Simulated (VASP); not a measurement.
# AlN (P1) in VASP: notebook, part 2 of 2

VASP 6.6.1.

### Step 3. Single point, r2SCAN (atom 3 (N) moved -0.150 Å along Cartesian [1 1 1])

File POSCAR:

```
AlN
1.0
    3.1066653386      0.0000000000      0.0000000000
   -1.5533326693      2.6904511043      0.0000000000
    0.0000000000      0.0000000000      4.9784048354
Al N
2 2
Direct
    0.3333333333      0.6666666667      0.0016929024
    0.6666666667      0.3333333333      0.5016929024
    0.2893625397      0.6344778117      0.3659114572
    0.6666666667      0.3333333333      0.8833070976
```

File INCAR.step1:

```
PREC = Accurate
ENCUT = 520
ISMEAR = 0
SIGMA = 0.05
LREAL = False
LASPH = True
NELM = 100
NBANDS = 16
GGA = PE
ALGO = Normal
EDIFF = 1E-4
LWAVE = True
LCHARG = False
```

File INCAR.step2:

```
PREC = Accurate
ENCUT = 520
EDIFF = 1E-7
ISMEAR = 0
SIGMA = 0.05
LREAL = False
LASPH = True
NELM = 100
ALGO = Normal
ISIF = 2
LWAVE = False
LCHARG = True
METAGGA = R2SCAN
LMIXTAU = True
LELF = True
LVHAR = True
NBANDS = 16
ISTART = 1
```

File KPOINTS:

```
Automatic mesh
0
Gamma
  12 12 6
```

Potentials or basis: VASP PAW PBE potentials, release 64 (Al, N).

Run with:

```
$ cat potpaw_PBE.64/Al/POTCAR potpaw_PBE.64/N/POTCAR > POTCAR
$ cp INCAR.step1 INCAR
$ mpirun -np 1 vasp_std > vasp.out
$ cp INCAR.step2 INCAR
$ mpirun -np 1 vasp_std > vasp.out
```

OUTCAR:

```text
PREC = Accurate
   ENCUT = 520
   EDIFF = 1E-7
   ISMEAR = 0
   LREAL = False
   LASPH = True
   NELM = 100
   ISIF = 2
   METAGGA = R2SCAN
   ISTART = 1

 ion  position               nearest neighbor table
   1  0.333  0.667  0.002-   3 1.82   4 1.89   4 1.89   4 1.89   2 3.07   2 3.07   2 3.07   2 3.07
                             2 3.07   2 3.07
   2  0.667  0.333  0.502-   3 1.81   4 1.90   3 1.95   3 2.00   1 3.07   1 3.07   1 3.07   1 3.07
                             1 3.07   1 3.07
   3  0.289  0.634  0.366-   2 1.81   1 1.82   2 1.95   2 2.00
   4  0.667  0.333  0.883-   1 1.89   1 1.89   1 1.89   2 1.90

  LATTYP: Found a hexagonal cell.
 ALAT       =     3.1066653386
 C/A-ratio  =     1.6024915119

  Lattice vectors:

 A1 = (   3.1066653386,   0.0000000000,   0.0000000000)
 A2 = (  -1.5533326693,   2.6904511043,   0.0000000000)
 A3 = (   0.0000000000,   0.0000000000,   4.9784048354)

Analysis of symmetry for initial positions (statically):
=====================================================================
 Subroutine PRICEL returns:
 Original cell was already a primitive cell.

 Routine SETGRP: Setting up the symmetry group for a
 hexagonal supercell.

 Subroutine GETGRP returns: Found  1 space group operations
 (whereof  1 operations were pure point group operations)
 out of a pool of 24 trial point group operations.

The static configuration has the point symmetry C_1 .

Analysis of symmetry for dynamics (positions and initial velocities):
=====================================================================
 Subroutine PRICEL returns:
 Original cell was already a primitive cell.

 Routine SETGRP: Setting up the symmetry group for a
 hexagonal supercell.

 Subroutine GETGRP returns: Found  1 space group operations
 (whereof  1 operations were pure point group operations)
 out of a pool of 24 trial point group operations.

The dynamic configuration has the point symmetry C_1 .

 Subroutine INISYM returns: Found  1 space group operations
 (whereof  1 operations are pure point group operations),
 and found     1 'primitive' translations

----------------------------------------------------------------------------------------

                                     Primitive cell

  volume of cell :      41.6112

  direct lattice vectors                    reciprocal lattice vectors
     3.106665339  0.000000000  0.000000000     0.321888550  0.185842441  0.000000000
    -1.553332669  2.690451104  0.000000000     0.000000000  0.371684882  0.000000000
     0.000000000  0.000000000  4.978404835     0.000000000  0.000000000  0.200867554

  length of vectors
     3.106665339  3.106665339  4.978404835     0.371684882  0.371684882  0.200867554

  position of ions in fractional coordinates (direct lattice)
     0.333333333  0.666666667  0.001692902
     0.666666667  0.333333333  0.501692902
     0.289362540  0.634477812  0.365911457
     0.666666667  0.333333333  0.883307098

  ion indices of the primitive-cell ions
   primitive index   ion index
                 1           1
                 2           2
                 3           3
                 4           4

[... 24 lines left out ...]
 Found    436 irreducible k-points:

 Following reciprocal coordinates:
            Coordinates               Weight
  0.000000  0.000000  0.000000      1.000000
  0.083333  0.000000  0.000000      2.000000
  0.000000  0.083333  0.000000      2.000000
 -0.083333  0.083333  0.000000      2.000000
  0.166667  0.000000  0.000000      2.000000
  0.000000  0.166667  0.000000      2.000000
[... 16 lines left out ...]
  0.166667  0.083333  0.000000      2.000000
 -0.083333  0.250000  0.000000      2.000000
 [... further k-points ...]
   k-points           NKPTS =    436   k-points in BZ     NKDIM =    436   number of bands    NBANDS=     16
   number of dos      NEDOS =    301   number of ions     NIONS =      4
   total plane-waves  NPLWV =  23040
   dimension x,y,z NGX =    24 NGY =   24 NGZ =   40
   dimension x,y,z NGXF=    48 NGYF=   48 NGZF=   80
   ions per type =               2   2
   NGX,Y,Z   is equivalent  to a cutoff of  12.84, 12.84, 13.36 a.u.
   NGXF,Y,Z  is equivalent  to a cutoff of  25.69, 25.69, 26.71 a.u.
 SYSTEM =  unknown system
   PREC   = accura    normal or accurate (medium, high low for compatibility)
   ISTART =      1    job   : 0-new  1-cont  2-samecut
   ICHARG =      0    charge: 1-file 2-atom 10-const
   ISPIN  =      1    spin polarized calculation?
   LNONCOLLINEAR =      F non collinear calculations
   LSORBIT =      F    spin-orbit coupling
   LASPH  =      T    aspherical Exc in radial PAW
   ENCUT  =  520.0 eV  38.22 Ry    6.18 a.u.   5.78  5.78  9.26*2*pi/ulx,y,z
   NELM   =    100;   NELMIN=  2; NELMDL=  0     # of ELM steps
   EDIFF  = 0.1E-06   stopping-criterion for ELM
   LREAL  =      F    real-space projection
   EDIFFG = 0.1E-05   stopping-criterion for IOM
   NSW    =      0    number of steps for IOM
   IBRION =     -1    ionic relax: 0-MD 1-quasi-New 2-CG
   NFREE  =      0    steps in history (QN), initial steepest desc. (CG)
   ISIF   =      2    stress and relaxation
   ISYM   =      2    0-nonsym 1-usesym 2-fastsym
   POTIM  = 0.5000    time-step for ionic-motion
   TEBEG  =    0.0;   TEEND  =   0.0 temperature during run
   PSTRESS=    0.0 pullay stress
   NELECT =      16.0000    total number of electrons
   NUPDOWN=      -1.0000    fix difference up-down
   EMIN   =  10.00;   EMAX   =-10.00  energy-range for DOS
   EFERMI =   0.00;   METHOD = LEGACY
   ISMEAR =     0;   SIGMA  =   0.05  broadening in eV -4-tet -1-fermi 0-gaus
   EFERMI_NEDOS =   21; number of points for ismear=-14 and -15
   IALGO  =     38    algorithm
   IMIX   =      4    mixing-type and parameters
     AMIX     =   0.40;   BMIX     =  1.00
     AMIX_MAG =   1.60;   BMIX_MAG =  1.00
  volume/ion in A,a.u.               =      10.40        70.20
  Fermi-wavevector in a.u.,A,eV,Ry     =   1.190451  2.249626 19.281821  1.417174
  Thomas-Fermi vector in A             =   2.326535
   LORBIT       =      0    0 simple, 1 ext, 2 COOP (PROOUT), +10 PAW based schemes
   METAGGA = R2SCAN    functional components
   LHFCALC =     F    Hartree Fock is set to
   AEXX    =    0.0000 exact exchange contribution
   IVDW    =     0    specifies the selected vdW correction
   LEPSILON=     F    determine dielectric tensor
   LRPA    =     F    only Hartree local field effects (RPA)
 non-spin polarized calculation
 Gauss-broadening in eV      SIGMA  =   0.05
  energy-cutoff  :      520.00
  volume of cell :       41.61
 maximum number of plane-waves:      1140
   NGX = 11   NGY = 11   NGZ = 19

 number of electron      15.9999999 magnetization

 Free energy of the ion-electron system (eV)
  ---------------------------------------------------
  ext. energy  EPLUGINS =         0.00000000
  ---------------------------------------------------
  free energy    TOTEN  =       -38.25824246 eV

  energy without entropy =      -38.25824246  energy(sigma->0) =      -38.25824246

 E-fermi :   6.1477     XC(G=0): -11.4154

 val. band max:        5.8950428390   @ k =   0.0000   0.0000   0.0000
 cond. band min:      10.7760619377   @ k =   0.0000   0.0000   0.0000
 fundamental gap:      4.8810190988
 Fermi energy:         6.1476528132

 k-point     1 :       0.0000    0.0000    0.0000
  band No.  band energies     occupation
      1     -10.0676      2.00000
      2      -7.9303      2.00000
      3      -0.2022      2.00000
      4       4.9183      2.00000
      5       5.2074      2.00000
      6       5.6423      2.00000
[... 433 lines left out ...]
      3       0.5177      2.00000
      4       3.0385      2.00000
      5       3.6371      2.00000
      6       4.5775      2.00000
[... 8 lines left out ...]
     15      19.8894      0.00000
     16      20.2945      0.00000

 [... further k-points ...]

------------------------ aborting loop because EDIFF is reached ----------------------------------------

  FORCE on cell =-STRESS in cart. coord.  units (eV):
  Direction    XX          YY          ZZ          XY          YZ          ZX
  --------------------------------------------------------------------------------------
  -------------------------------------------------------------------------------------
  Total        0.5558299     -0.9308783      1.3946060      0.8491149     -0.4996477     -0.7026812
  in kB       21.4014242    -35.8421223     53.6972845     32.6939409    -19.2382106    -27.0557231
  external PRESSURE =      13.0855288 kB  Pullay stress =       0.0000000 kB

 VOLUME and BASIS-vectors are now :
 -----------------------------------------------------------------------------
  energy-cutoff  :      520.00
  volume of cell :       41.61
      direct lattice vectors                 reciprocal lattice vectors
     3.106665339  0.000000000  0.000000000     0.321888550  0.185842441  0.000000000
    -1.553332669  2.690451104  0.000000000     0.000000000  0.371684882  0.000000000
     0.000000000  0.000000000  4.978404835     0.000000000  0.000000000  0.200867554

 POSITION                                       TOTAL-FORCE (eV/Angst)
 -----------------------------------------------------------------------------------
     -0.00000      1.79363      0.00843        -0.096755     -0.098378     -0.762104
      1.55333      0.89682      2.49763        -1.354492     -1.027615     -0.368520
     -0.08660      1.70703      1.82166         1.534870      1.194726      1.789390
      1.55333      0.89682      4.39746        -0.083623     -0.068734     -0.658766
 -----------------------------------------------------------------------------------
    total drift:                               -0.000010      0.000014     -0.008597

  FREE ENERGIE OF THE ION-ELECTRON SYSTEM (eV)
  ---------------------------------------------------
  free  energy   TOTEN  =       -38.2582424588 eV

  energy  without entropy=      -38.2582424588  energy(sigma->0) =      -38.25824246
```

Wall time 6 min (1 thread of Intel Xeon 6975P-C (Granite Rapids), shared host); peak memory 0.35 GiB.

Results:

```yaml
Free_energy: -38.2582 eV
Pressure: 1.3 GPa
Largest_force: 2.643 eV/Å
Band_gap_on_the_k_mesh: 4.88 eV
```

Forces in eV/Å, atoms in the order of the input:
```
Al  -0.097 -0.098 -0.762
Al  -1.354 -1.028 -0.369
N    1.535  1.195  1.789
N   -0.084 -0.069 -0.659
```

Stress tensor (GPa, compression positive):
```
 2.14  3.27 -2.71
 3.27 -3.58 -1.92
-2.71 -1.92  5.37
```

Caveat: the cell differs from its parent crystal (atom 3 (N) moved -0.150 Å along Cartesian [1 1 1]); the stress differs along the axes, from -4 to 5 GPa; the PAW data sets were made with another functional, which shifts forces and pressure a little.
